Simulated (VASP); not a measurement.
Wanted: the native input for a VASP 6.6.1 run.

* Task: single point
* Functional: PBE
* Potentials or basis: VASP PAW PBE potentials, release 64 (Mg, Be)
* Cutoff: 520 eV
* k mesh: 4 × 4 × 6
* Occupations: gaussian, width 0.1 eV
* Spin: no spin polarisation
* Dipole correction: no
* Further INCAR settings: ALGO = Normal; EDIFF = 1e-06; NBANDS = 15

The structure of Mg2Be lies in POSCAR:

```
Mg2Be
1.0
    5.2915599671      0.0000000000      0.0000000000
    0.0000000000      5.2915599671      0.0000000000
    0.0000000000      0.0000000000      3.4082990733
Mg Be
4 2
Direct
    0.3060000000      0.3060000000      0.0000000000
    0.1940000000      0.8060000000      0.5000000000
    0.6940000000      0.6940000000      0.0000000000
    0.8060000000      0.1940000000      0.5000000000
    0.0000000000      0.0000000000      0.0000000000
    0.5000000000      0.5000000000      0.5000000000
```

The input as run:

INCAR

```
SYSTEM = Mg2Be
PREC = Accurate
ENCUT = 520
EDIFF = 1E-6
ISMEAR = 0
SIGMA = 0.1
LREAL = .False.
LASPH = .True.
NELM = 100
ALGO = Normal
ISIF = 2
LWAVE = .False.
LCHARG = .True.
GGA = PE
LELF = .True.
LVHAR = .True.
NBANDS = 15
```

KPOINTS

```
regular mesh
0
Gamma
  4 4 6
  0 0 0
```

Potentials or basis: VASP PAW PBE potentials, release 64 (Mg, Be).

The run is started by

```bash
$ cat potpaw_PBE.64/Mg/POTCAR potpaw_PBE.64/Be/POTCAR > POTCAR
$ mpirun -np 1 vasp_std > vasp.out
```

It gave:

| Property | Result |
| --- | --- |
| Pressure | 20.5 GPa |
| Largest force | 0.945 eV/Å |
| Band gap on the k mesh | zero (bands 6 and 7 overlap by 2.95 eV) |

Caveat: the cell stands under pressure.

It took 31 s on 1 thread of Intel Xeon 8259CL, on a shared host, peak memory 0.21 GiB.
